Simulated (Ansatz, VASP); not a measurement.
# One calculation of BAs, two programs

Contents of INCAR:

```
SYSTEM = BAs
ALGO = Normal
EDIFF = 1E-6
ENCUT = 520
GGA = PE
ISIF = 2
ISMEAR = -1
LASPH = .TRUE.
LCHARG = .FALSE.
LREAL = .FALSE.
LWAVE = .FALSE.
NBANDS = 11
NELM = 60
PREC = Accurate
SIGMA = 0.03
```

File KPOINTS:

```
k-points
0
G
  15 15 15
  0 0 0
```

File POSCAR:

```
BAs
1.0
    0.0000000000      2.3885000000      2.3885000000
    2.3885000000      0.0000000000      2.3885000000
    2.3885000000      2.3885000000      0.0000000000
B As
1 1
Direct
    0.0000000000      0.0000000000      0.0000000000
    0.7500000000      0.7500000000      0.7500000000
```

Input for Ansatz:

```yaml
crystal:
  lattice:
    - [0.0, 2.3885, 2.3885]
    - [2.3885, 0.0, 2.3885]
    - [2.3885, 2.3885, 0.0]
  atoms:
    - { symbol: B, position: [0.0, 0.0, 0.0] }
    - { symbol: As, position: [0.75, 0.75, 0.75] }
kpoints:
  mp_grid: { grid: [15, 15, 15] }
  band_path:
    path:
      - [0.0, 0.0, 0.0]
      - [-0.5, -0.5, 0.0]
      - [-0.375, -0.375, 0.25]
      - [-0.375, 0.0, 0.375]
      - [0.0, 0.0, 0.0]
      - [0.0, 0.0, 0.5]
      - [-0.5, -0.25, 0.25]
      - [-0.5, -0.5, 0.0]
    npoints: 5
scf:
  occupations: { method: fermi_dirac, width: 0.03 }
hamiltonian:
  xc: pbe
  pseudopotentials:
    kind: all_electron
    lapw: { basis_error: 0.00025 }
    relativity: none
output:
  forces: true
  stress: true
  eigenvalues: true
```

Alike in both runs: task single point; functional PBE; k mesh 15 × 15 × 15; occupations fermi-dirac, width 0.03 eV; no spin polarisation.

```csv
,VASP,Ansatz
version,VASP 6.6.1,Ansatz 0.2.0
potentials or method,"VASP PAW PBE potentials, release 64 (B, As), cutoff 520 eV","all-electron LAPW, non-relativistic"
```

|  | VASP | Ansatz | Ansatz less VASP |
| --- | --- | --- | --- |
| gap on the k mesh at the Fermi level (eV) | 1.18 | 1.21 | +0.032 |
| pressure (GPa) | 3.4 | 3.2 | -0.24 |

Ansatz ran all-electron here, and VASP with PAW potentials.
